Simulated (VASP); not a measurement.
# CaO (F-43m) in VASP: settings compared

The runs below take CaO through single point, with PBE, r2SCAN.

Everything below comes from runs of VASP 6.6.1. Logs are shortened: lines on timing, memory, paths and dates and some standing lists are left out, and cuts for length are marked.

**1. The cell of the first run**

Symmetry: F-43m, No. 216, cubic system. The conventional cell has a = 5.465 Å, b = 5.465 Å, c = 5.465 Å, α = 90.00°, β = 90.00°, γ = 90.00°. Within 3.1 Å of Ca (site symmetry -43m) lie 4 O at 2.37 Å. O (site symmetry -43m) has 4 Ca at 2.37 Å within 3.1 Å.

**2. Single point, PBE (strain +4.8%)**

Contents of INCAR:

```
SYSTEM = CaO
ALGO     = Normal         ! electronic algorithm
EDIFF    = 1E-6           ! SCF threshold, eV
ENCUT    = 520            ! plane-wave cutoff, eV
GGA      = PE             ! functional
ISIF     = 2              ! what is computed and relaxed
ISMEAR   = -1             ! smearing method
LASPH    = .True.         ! aspherical terms in the spheres
LCHARG   = .False.        ! write CHGCAR
LREAL    = .False.        ! projectors in reciprocal space
LWAVE    = .False.        ! write WAVECAR
NBANDS   = 15             ! bands
NELM     = 80             ! most SCF steps
PREC     = Accurate       ! precision mode
SIGMA    = 0.02           ! smearing width, eV
```

Contents of KPOINTS:

```
k-points
0
Gamma
  8 8 8
  0 0 0
```

Contents of POSCAR:

```
CaO
1.0
    0.0000000000      2.7323762115      2.7323762115
    2.7323762115      0.0000000000      2.7323762115
    2.7323762115      2.7323762115      0.0000000000
Ca O
1 1
Direct
    0.0000000000      0.0000000000      0.0000000000
    0.2500000000      0.2500000000      0.2500000000
```

Potentials or basis: VASP PAW PBE potentials, release 64 (Ca_sv, O).

The run is started by

```
$ cat potpaw_PBE.64/Ca_sv/POTCAR potpaw_PBE.64/O/POTCAR > POTCAR
$ mpirun -np 1 vasp_std > vasp.out
```

OUTCAR:

```text
SYSTEM = CaO
   EDIFF = 1E-6
   ENCUT = 520
   GGA = PE
   ISIF = 2
   ISMEAR = -1
   LASPH = .True.
   LREAL = .False.
   NELM = 80
   PREC = Accurate

 ion  position               nearest neighbor table
   1  0.000  0.000  0.000-   2 2.37   2 2.37   2 2.37   2 2.37
   2  0.250  0.250  0.250-   1 2.37   1 2.37   1 2.37   1 2.37

  LATTYP: Found a face centered cubic cell.
 ALAT       =     5.4647524230

  Lattice vectors:

 A1 = (   0.0000000000,   2.7323762115,   2.7323762115)
 A2 = (   2.7323762115,   0.0000000000,   2.7323762115)
 A3 = (   2.7323762115,   2.7323762115,   0.0000000000)

Analysis of symmetry for initial positions (statically):
=====================================================================
 Subroutine PRICEL returns:
 Original cell was already a primitive cell.

 Routine SETGRP: Setting up the symmetry group for a
 face centered cubic supercell.

 Subroutine GETGRP returns: Found 24 space group operations
 (whereof 24 operations were pure point group operations)
 out of a pool of 48 trial point group operations.

The static configuration has the point symmetry T_d .

Analysis of symmetry for dynamics (positions and initial velocities):
=====================================================================
 Subroutine PRICEL returns:
 Original cell was already a primitive cell.

 Routine SETGRP: Setting up the symmetry group for a
 face centered cubic supercell.

 Subroutine GETGRP returns: Found 24 space group operations
 (whereof 24 operations were pure point group operations)
 out of a pool of 48 trial point group operations.

The dynamic configuration has the point symmetry T_d .

 Subroutine INISYM returns: Found 24 space group operations
 (whereof 24 operations are pure point group operations),
 and found     1 'primitive' translations

----------------------------------------------------------------------------------------

                                     Primitive cell

  volume of cell :      40.7992

  direct lattice vectors                    reciprocal lattice vectors
     0.000000000  2.732376212  2.732376212    -0.182990907  0.182990907  0.182990907
     2.732376212  0.000000000  2.732376212     0.182990907 -0.182990907  0.182990907
     2.732376212  2.732376212  0.000000000     0.182990907  0.182990907 -0.182990907

  length of vectors
     3.864163496  3.864163496  3.864163496     0.316949547  0.316949547  0.316949547

  position of ions in fractional coordinates (direct lattice)
     0.000000000  0.000000000  0.000000000
     0.250000000  0.250000000  0.250000000

  ion indices of the primitive-cell ions
   primitive index   ion index
                 1           1
                 2           2

----------------------------------------------------------------------------------------

 KPOINTS: k-points

Automatic generation of k-mesh.
 Grid dimensions read from file:
 generate k-points for:    8    8    8

 Generating k-lattice:

  Cartesian coordinates                     Fractional coordinates (reciprocal lattice)
    -0.022873863  0.022873863  0.022873863     0.125000000  0.000000000  0.000000000
     0.022873863 -0.022873863  0.022873863     0.000000000  0.125000000  0.000000000
     0.022873863  0.022873863 -0.022873863     0.000000000  0.000000000  0.125000000

  Length of vectors
     0.039618693  0.039618693  0.039618693

  Shift w.r.t. Gamma in fractional coordinates (k-lattice)
     0.000000000  0.000000000  0.000000000

 Subroutine IBZKPT returns following result:
 ===========================================

 Found     29 irreducible k-points:

 Following reciprocal coordinates:
            Coordinates               Weight
  0.000000  0.000000  0.000000      1.000000
  0.125000  0.000000  0.000000      8.000000
  0.250000  0.000000  0.000000      8.000000
  0.375000  0.000000  0.000000      8.000000
  0.500000  0.000000  0.000000      4.000000
  0.125000  0.125000  0.000000      6.000000
[... 16 lines left out ...]
  0.500000  0.250000  0.125000     48.000000
 -0.375000  0.250000  0.125000     24.000000
 [... further k-points ...]
   k-points           NKPTS =     29   k-points in BZ     NKDIM =     29   number of bands    NBANDS=     15
   number of dos      NEDOS =    301   number of ions     NIONS =      2
   total plane-waves  NPLWV =  27000
   dimension x,y,z NGX =    30 NGY =   30 NGZ =   30
   dimension x,y,z NGXF=    60 NGYF=   60 NGZF=   60
   ions per type =               1   1
   NGX,Y,Z   is equivalent  to a cutoff of  12.91, 12.91, 12.91 a.u.
   NGXF,Y,Z  is equivalent  to a cutoff of  25.81, 25.81, 25.81 a.u.
 SYSTEM =  CaO
   PREC   = accura    normal or accurate (medium, high low for compatibility)
   ISTART =      0    job   : 0-new  1-cont  2-samecut
   ICHARG =      2    charge: 1-file 2-atom 10-const
   ISPIN  =      1    spin polarized calculation?
   LNONCOLLINEAR =      F non collinear calculations
   LSORBIT =      F    spin-orbit coupling
   LASPH  =      T    aspherical Exc in radial PAW
   ENCUT  =  520.0 eV  38.22 Ry    6.18 a.u.   7.18  7.18  7.18*2*pi/ulx,y,z
   NELM   =     80;   NELMIN=  2; NELMDL= -5     # of ELM steps
   EDIFF  = 0.1E-05   stopping-criterion for ELM
   LREAL  =      F    real-space projection
   EDIFFG = 0.1E-04   stopping-criterion for IOM
   NSW    =      0    number of steps for IOM
   IBRION =     -1    ionic relax: 0-MD 1-quasi-New 2-CG
   NFREE  =      0    steps in history (QN), initial steepest desc. (CG)
   ISIF   =      2    stress and relaxation
   ISYM   =      2    0-nonsym 1-usesym 2-fastsym
   POTIM  = 0.5000    time-step for ionic-motion
   TEBEG  =    0.0;   TEEND  =   0.0 temperature during run
   PSTRESS=    0.0 pullay stress
   NELECT =      16.0000    total number of electrons
   NUPDOWN=      -1.0000    fix difference up-down
   EMIN   =  10.00;   EMAX   =-10.00  energy-range for DOS
   EFERMI =   0.00;   METHOD = LEGACY
   ISMEAR =    -1;   SIGMA  =   0.02  broadening in eV -4-tet -1-fermi 0-gaus
   EFERMI_NEDOS =   21; number of points for ismear=-14 and -15
   IALGO  =     38    algorithm
   IMIX   =      4    mixing-type and parameters
     AMIX     =   0.40;   BMIX     =  1.00
     AMIX_MAG =   1.60;   BMIX_MAG =  1.00
  volume/ion in A,a.u.               =      20.40       137.66
  Fermi-wavevector in a.u.,A,eV,Ry     =   1.198297  2.264452 19.536806  1.435915
  Thomas-Fermi vector in A             =   2.334189
   LORBIT       =      0    0 simple, 1 ext, 2 COOP (PROOUT), +10 PAW based schemes
   GGA     = PE    functional components
   LHFCALC =     F    Hartree Fock is set to
   AEXX    =    0.0000 exact exchange contribution
   IVDW    =     0    specifies the selected vdW correction
   LEPSILON=     F    determine dielectric tensor
   LRPA    =     F    only Hartree local field effects (RPA)
 non-spin polarized calculation
  energy-cutoff  :      520.00
  volume of cell :       40.80
 maximum number of plane-waves:      1121
 NGX is ok and might be reduce to    30
   NGX = 15   NGY = 15   NGZ = 15

 number of electron      15.9999998 magnetization

 Free energy of the ion-electron system (eV)
  ---------------------------------------------------
  ext. energy  EPLUGINS =         0.00000000
  ---------------------------------------------------
  free energy    TOTEN  =       -12.33708370 eV

  energy without entropy =      -12.33708370  energy(sigma->0) =      -12.33708370

 E-fermi :   0.4624     XC(G=0):  -8.4559

 val. band max:       -0.0924369593   @ k =   0.5000   0.5000   0.0000
 cond. band min:       2.7549279478   @ k =   0.0000   0.0000   0.0000
 fundamental gap:      2.8473649072
 Fermi energy:         0.4623590293

 k-point     1 :       0.0000    0.0000    0.0000
  band No.  band energies     occupation
      1     -37.8886      2.00000
      2     -18.8432      2.00000
      3     -18.8432      2.00000
      4     -18.8432      2.00000
      5     -14.6823      2.00000
      6      -0.5043      2.00000
      7      -0.5043      2.00000
      8      -0.5043      2.00000
      9       2.7549      0.00000
     10       7.2754      0.00000
     11       7.2754      0.00000
     12       8.5804      0.00000
     13       8.5804      0.00000
     14       8.5804      0.00000
     15      15.0899      0.00000

 k-point     2 :       0.1250    0.0000    0.0000
  band No.  band energies     occupation
      1     -37.8853      2.00000
      2     -18.9017      2.00000
      3     -18.8478      2.00000
      4     -18.8478      2.00000
      5     -14.6205      2.00000
      6      -0.6832      2.00000
      7      -0.4731      2.00000
      8      -0.4731      2.00000
      9       3.2610      0.00000
     10       7.1375      0.00000
     11       7.1375      0.00000
     12       8.3810      0.00000
     13       8.6936      0.00000
     14       8.6936      0.00000
     15      13.6013      0.00000

 k-point     3 :       0.2500    0.0000    0.0000
  band No.  band energies     occupation
      1     -37.8775      2.00000
      2     -19.0356      2.00000
      3     -18.8588      2.00000
      4     -18.8588      2.00000
      5     -14.4814      2.00000
      6      -0.9240      2.00000
      7      -0.4029      2.00000
      8      -0.4029      2.00000
      9       4.3232      0.00000
     10       6.9942      0.00000
     11       6.9942      0.00000
     12       7.9621      0.00000
     13       8.7563      0.00000
     14       8.7563      0.00000
     15      11.7309      0.00000
[... 343 lines left out ...]
 k-point    23 :       0.5000    0.2500    0.1250
  band No.  band energies     occupation
      1     -37.8653      2.00000
      2     -19.1653      2.00000
      3     -18.9313      2.00000
      4     -18.8860      2.00000
      5     -14.2830      2.00000
      6      -0.9281      2.00000
      7      -0.4385      2.00000
      8      -0.2500      2.00000
      9       5.1395      0.00000
     10       6.2306      0.00000
     11       7.3749      0.00000
     12       8.1255      0.00000
     13       8.6658      0.00000
     14       9.0397      0.00000
     15      11.3694      0.00000

 k-point    24 :      -0.3750    0.2500    0.1250
  band No.  band energies     occupation
      1     -37.8626      2.00000
      2     -19.1951      2.00000
      3     -18.9423      2.00000
      4     -18.8924      2.00000
      5     -14.2440      2.00000
      6      -0.8291      2.00000
      7      -0.5058      2.00000
      8      -0.2231      2.00000
      9       5.0713      0.00000
     10       6.3362      0.00000
     11       7.2918      0.00000
     12       8.2991      0.00000
     13       8.5780      0.00000
     14       9.4036      0.00000
     15      10.7966      0.00000

 [... further k-points ...]

------------------------ aborting loop because EDIFF is reached ----------------------------------------

  FORCE on cell =-STRESS in cart. coord.  units (eV):
  Direction    XX          YY          ZZ          XY          YZ          ZX
  --------------------------------------------------------------------------------------
  -------------------------------------------------------------------------------------
  Total       -1.7912326     -1.7912326     -1.7912326     -0.0000000      0.0000000      0.0000000
  in kB      -70.3414124    -70.3414124    -70.3414124     -0.0000000      0.0000000      0.0000000
  external PRESSURE =     -70.3414124 kB  Pullay stress =       0.0000000 kB

 VOLUME and BASIS-vectors are now :
 -----------------------------------------------------------------------------
  energy-cutoff  :      520.00
  volume of cell :       40.80
      direct lattice vectors                 reciprocal lattice vectors
     0.000000000  2.732376212  2.732376212    -0.182990907  0.182990907  0.182990907
     2.732376212  0.000000000  2.732376212     0.182990907 -0.182990907  0.182990907
     2.732376212  2.732376212  0.000000000     0.182990907  0.182990907 -0.182990907

 POSITION                                       TOTAL-FORCE (eV/Angst)
 -----------------------------------------------------------------------------------
      0.00000      0.00000      0.00000         0.000000      0.000000      0.000000
      1.36619      1.36619      1.36619        -0.000000     -0.000000     -0.000000
 -----------------------------------------------------------------------------------
    total drift:                                0.000000      0.000000      0.000000

  FREE ENERGIE OF THE ION-ELECTRON SYSTEM (eV)
  ---------------------------------------------------
  free  energy   TOTEN  =       -12.3370837022 eV

  energy  without entropy=      -12.3370837022  energy(sigma->0) =      -12.33708370
```

Wall time 58 s (1 thread of Intel Xeon 8259CL, shared host); peak memory 0.17 GiB.

Results:

* Free energy: -12.3371 eV
* Pressure: -7.0 GPa
* Band gap on the k mesh: 2.85 eV (least direct gap 3.26 eV)

Levels at points of the mesh, in eV from the valence-band top:
| k point | band 6 | band 7 | band 8 | band 9 | band 10 | band 11 |
| --- | --- | --- | --- | --- | --- | --- |
| (0.00, 0.00, 0.00) | -0.41 | -0.41 | -0.41 | 2.85 | 7.37 | 7.37 |
| (0.50, 0.00, 0.00) | -0.91 | -0.22 | -0.22 | 5.67 | 7.26 | 7.26 |
| (0.50, 0.50, 0.00) | -1.16 | 0.00 | 0.00 | 4.65 | 6.17 | 8.22 |

Caveat: the cell differs from its parent crystal (strain +4.8%); the cell stands under tension; the structure was generated, so it needn't be the stable form of CaO. A k mesh can miss the band edges.

(Part 1 of 2 ends here.)
